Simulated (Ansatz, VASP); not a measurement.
Two plane-wave programs on InGa2N3

```xyz
6
Lattice="2.9452 1.7004 2.7125 -2.9452 1.7004 2.7125 0.0000 -3.4009 2.7125" Properties=species:S:1:pos:R:3 pbc="T T T"
In    0.0000    0.0000    4.0687
Ga    0.0000    0.0000    1.3529
Ga    0.0000    0.0000    6.7846
N    -1.4726   -0.8502    2.7125
N     1.4726   -0.8502    2.7125
N     0.0000    1.7004    2.7125
```

Change from the starting cell: species swapped into the Zr2AlFe3 type (R-3m, No. 166).

Alike in both runs: functional PBE; k mesh 6 × 6 × 6; occupations gaussian, width 0.1 eV; no spin polarisation.

Ansatz relaxed the structure, and its values are those at the end. VASP's run is a single point on that final structure, the one shown.

|  | VASP | Ansatz |
| --- | --- | --- |
| version | VASP 6.6.1 | Ansatz 0.2.0 |
| potentials or method | VASP PAW PBE potentials, release 64 (In_d, Ga_d, N), cutoff 520 eV | scalar-relativistic, plane waves, PAW |
| valence electrons in the cell | 54 | 54 |

Ansatz gave:

| Quantity | Value |
| --- | --- |
| gap on the k mesh at the Fermi level (eV) | none |
| pressure (GPa) | 0.1 |
| rms of the force components (eV/Å) | 0.004 |

Q: What did VASP give for the same quantities?

A: gap on the k mesh at the Fermi level (eV): none; pressure (GPa): 0.3; rms of the force components (eV/Å): 0.015.

A gap of «none» marks a metal or a gap that the smearing closes.
